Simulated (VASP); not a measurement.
# CuO (C2/c) in VASP: single point with PBE+U

Aim: the single point of CuO with PBE+U.

Everything below comes from runs of VASP 6.6.1. Logs are shortened: lines on timing, memory, paths and dates and some standing lists are left out, and cuts for length are marked.

**1. The cell of the first run**

It takes space group C2/c (No. 15, monoclinic). The conventional cell has a = 4.307 Å, b = 4.060 Å, c = 5.181 Å, α = 90.00°, β = 90.19°, γ = 90.00°. Within 2.6 Å of Cu (site symmetry -1) lie 4 O at 1.97 Å. Within 2.6 Å of O (site symmetry 2) lie 4 Cu at 1.97 Å and 2 O at 2.59 Å.

**2. Single point, PBE+U, collinear spin, ferromagnetic start**

The input, INCAR:

```
SYSTEM = CuO
PREC = Accurate
ENCUT = 600
EDIFF = 1E-6
ISMEAR = 0
SIGMA = 0.1
LREAL = .FALSE.
LASPH = .TRUE.
NELM = 200
ALGO = Normal
ISIF = 2
LWAVE = .FALSE.
LCHARG = .FALSE.
ISPIN = 2
MAGMOM = 0.65 0.65 0.34 0.34
LORBIT = 11
LMAXMIX = 4
LDAU = .TRUE.
LDAUTYPE = 2
LDAUL = 2 -1
LDAUU = 4 0
LDAUJ = 0 0
LDAUPRINT = 1
GGA = PE
NBANDS = 29
GGA_COMPAT = .FALSE.
```

The input, KPOINTS:

```
regular mesh
0
G
  8 8 4
  0 0 0
```

The input, POSCAR:

```
CuO
1.0
    2.1467454467     -2.0298658663      0.1688926026
    2.1467454467      2.0298658663      0.1688926026
   -0.4234703532      0.0000000000      5.1637516079
Cu O
2 2
Direct
   -0.0057497986      0.4942451328      0.0018500292
    0.4942451328     -0.0057497986      0.5018500292
    0.4951881960      0.4933164697      0.2518499708
    0.4933164697      0.4951881960      0.7518499708
```

Potentials or basis: VASP PAW PBE potentials, release 64 (Cu, O).

Run with:

```console
$ cat potpaw_PBE.64/Cu/POTCAR potpaw_PBE.64/O/POTCAR > POTCAR
$ mpirun -np 1 vasp_std > vasp.out
```

OUTCAR:

```text
SYSTEM = CuO
   PREC = Accurate
   ENCUT = 600
   EDIFF = 1E-6
   ISMEAR = 0
   LREAL = .FALSE.
   LASPH = .TRUE.
   NELM = 200
   ISIF = 2
   ISPIN = 2
   LORBIT = 11
   GGA = PE

 ion  position               nearest neighbor table
   1  0.994  0.494  0.002-   4 1.97   3 1.97   3 1.97   4 1.97
   2  0.494  0.994  0.502-   3 1.97   4 1.97   4 1.97   3 1.97
   3  0.495  0.493  0.252-   2 1.97   1 1.97   1 1.97   2 1.97
   4  0.493  0.495  0.752-   1 1.97   2 1.97   2 1.97   1 1.97

  LATTYP: Found a base centered monoclinic cell.
 ALAT       =     4.3067578173
 B/A-ratio  =     0.9426422160
 C/A-ratio  =     1.2030132101
 COS(beta)  =    -0.0033130883

  Lattice vectors:

 A1 = (   2.1467454467,  -2.0298658663,   0.1688926026)
 A2 = (   2.1467454467,   2.0298658663,   0.1688926026)
 A3 = (  -0.4234703532,   0.0000000000,   5.1637516079)

Analysis of symmetry for initial positions (statically):
=====================================================================
 Subroutine PRICEL returns:
 Original cell was already a primitive cell.

 Routine SETGRP: Setting up the symmetry group for a
 base centered monoclinic supercell.

 Subroutine GETGRP returns: Found  2 space group operations
 (whereof  1 operations were pure point group operations)
 out of a pool of  4 trial point group operations.

The static configuration has the point symmetry C_1 .
 The point group associated with its full space group is C_1h.

Analysis of symmetry for dynamics (positions and initial velocities):
=====================================================================
 Subroutine PRICEL returns:
 Original cell was already a primitive cell.

 Routine SETGRP: Setting up the symmetry group for a
 base centered monoclinic supercell.

 Subroutine GETGRP returns: Found  2 space group operations
 (whereof  1 operations were pure point group operations)
 out of a pool of  4 trial point group operations.

The dynamic configuration has the point symmetry C_1 .
 The point group associated with its full space group is C_1h.

Analysis of structural, dynamic, and magnetic symmetry:
=====================================================================
[... 216 lines left out ...]
  o =  0.9655  v =  0.0000  0.0000  0.0000  0.0000  0.0000  0.0605 -0.7299  0.0981  0.6725 -0.0417      0.0000  0.0000  0.0000  0.0000  0.0000  0.0000  0.0000  0.0000  0.0000  0.0000
  o =  0.9719  v = -0.0606  0.7256 -0.0990 -0.6751  0.0652  0.0000  0.0000  0.0000  0.0000  0.0000      0.0000  0.0000  0.0000  0.0000  0.0000  0.0000  0.0000  0.0000  0.0000  0.0000
  o =  0.9732  v = -0.0344 -0.0083  0.0155  0.0880  0.9954  0.0000  0.0000  0.0000  0.0000  0.0000      0.0000  0.0000  0.0000  0.0000  0.0000  0.0000  0.0000  0.0000  0.0000  0.0000
  o =  0.9745  v =  0.0000  0.0000  0.0000  0.0000  0.0000  0.4558  0.0331 -0.8806  0.1244  0.0148      0.0000  0.0000  0.0000  0.0000  0.0000  0.0000  0.0000  0.0000  0.0000  0.0000
  o =  0.9783  v =  0.4375  0.0316 -0.8895  0.1268  0.0180  0.0000  0.0000  0.0000  0.0000  0.0000      0.0000  0.0000  0.0000  0.0000  0.0000  0.0000  0.0000  0.0000  0.0000  0.0000
  o =  1.0217  v =  0.0539 -0.6833 -0.0990 -0.7188  0.0612  0.0000  0.0000  0.0000  0.0000  0.0000      0.0000  0.0000  0.0000  0.0000  0.0000  0.0000  0.0000  0.0000  0.0000  0.0000

 number of electron      34.0000006 magnetization       1.9466773

 Free energy of the ion-electron system (eV)
  ---------------------------------------------------
  ext. energy  EPLUGINS =         0.00000000
  ---------------------------------------------------
  free energy    TOTEN  =       -17.24443576 eV

  energy without entropy =      -17.24247468  energy(sigma->0) =      -17.24345522

 E-fermi :   4.3839     XC(G=0): -11.1336

 val. band max:        4.3817218035   @ k =   0.3750   0.3750   0.0000
 cond. band min:       4.3920798886   @ k =  -0.3750   0.3750   0.0000
 fundamental gap:      0.0103580852
 Fermi energy:         4.3839401074

 spin component 1

 k-point     1 :       0.0000    0.0000    0.0000
  band No.  band energies     occupation
      1     -14.9612      1.00000
      2     -13.6772      1.00000
      3      -3.6655      1.00000
      4      -2.5088      1.00000
      5      -2.4069      1.00000
      6      -0.6295      1.00000
[... 1529 lines left out ...]
     28      21.9164      0.00000
     29      25.0085      0.00000

 [... further k-points ...]

------------------------ aborting loop because EDIFF is reached ----------------------------------------

  FORCE on cell =-STRESS in cart. coord.  units (eV):
  Direction    XX          YY          ZZ          XY          YZ          ZX
  --------------------------------------------------------------------------------------
  -------------------------------------------------------------------------------------
  Total       -0.9236083     -0.7410200     -0.3397433      0.0000000      0.0000000     -0.0308692
  in kB      -32.6709808    -26.2122472    -12.0178073      0.0000000      0.0000000     -1.0919439
  external PRESSURE =     -23.6336784 kB  Pullay stress =       0.0000000 kB

 VOLUME and BASIS-vectors are now :
 -----------------------------------------------------------------------------
  energy-cutoff  :      600.00
  volume of cell :       45.29
      direct lattice vectors                 reciprocal lattice vectors
     2.146745447 -2.029865866  0.168892603     0.231417623 -0.246321695  0.018978160
     2.146745447  2.029865866  0.168892603     0.231417623  0.246321695  0.018978160
    -0.423470353  0.000000000  5.163751608    -0.015138112  0.000000000  0.192416199

 POSITION                                       TOTAL-FORCE (eV/Angst)
 -----------------------------------------------------------------------------------
      3.19464     -1.01494      0.26095         0.000973     -0.000009     -0.000448
      2.98290      1.01494      2.84282         0.000973      0.000009     -0.000448
      2.01542     -0.00380      1.46744        -0.000973     -0.001023      0.000448
      1.80368      0.00380      4.04932        -0.000973      0.001023      0.000448
 -----------------------------------------------------------------------------------
    total drift:                                0.001769      0.000000     -0.001199

  FREE ENERGIE OF THE ION-ELECTRON SYSTEM (eV)
  ---------------------------------------------------
  free  energy   TOTEN  =       -17.2444357596 eV

  energy  without entropy=      -17.2424746756  energy(sigma->0) =      -17.24345522

 total charge

# of ion       s       p       d       tot
------------------------------------------
    1        0.380   0.372   9.134   9.886
    2        0.380   0.372   9.134   9.886
    3        1.554   3.420   0.000   4.974
    4        1.554   3.420   0.000   4.974
--------------------------------------------------
tot          3.869   7.583  18.267  29.719

 magnetization (x)

# of ion       s       p       d       tot
------------------------------------------
    1       -0.006   0.002   0.632   0.627
    2       -0.006   0.002   0.632   0.627
    3        0.020   0.286   0.000   0.306
    4        0.020   0.286   0.000   0.306
--------------------------------------------------
tot          0.027   0.575   1.263   1.866
```

Wall time 3.6 min (1 thread of Oxide Virtual Turin-like, shared host); peak memory 0.27 GiB.

Results:

| Item | Value |
| --- | --- |
| Free energy | -17.2444 eV |
| Pressure | -2.4 GPa |
| Net moment | 1.95 μB per cell |
| Site moments | Cu +0.63; O +0.31 μB |
| Valence electrons inside the program's atomic spheres | Cu 9.89; O 4.97 |

Stress tensor (GPa, compression positive):
```
-3.27  0.00 -0.11
 0.00 -2.62  0.00
-0.11  0.00 -1.20
```

Eigenvalues of the final occupation matrices:
```
    site  spin  trace               eigenvalues
site 1 d     1   4.89  0.95 0.97 0.97 0.98 1.02
site 1 d     2   4.26  0.42 0.94 0.96 0.97 0.97
site 2 d     1   4.89  0.95 0.97 0.97 0.98 1.02
site 2 d     2   4.26  0.42 0.94 0.96 0.97 0.97
```

The state reached can hang on the start; a lower one may exist.
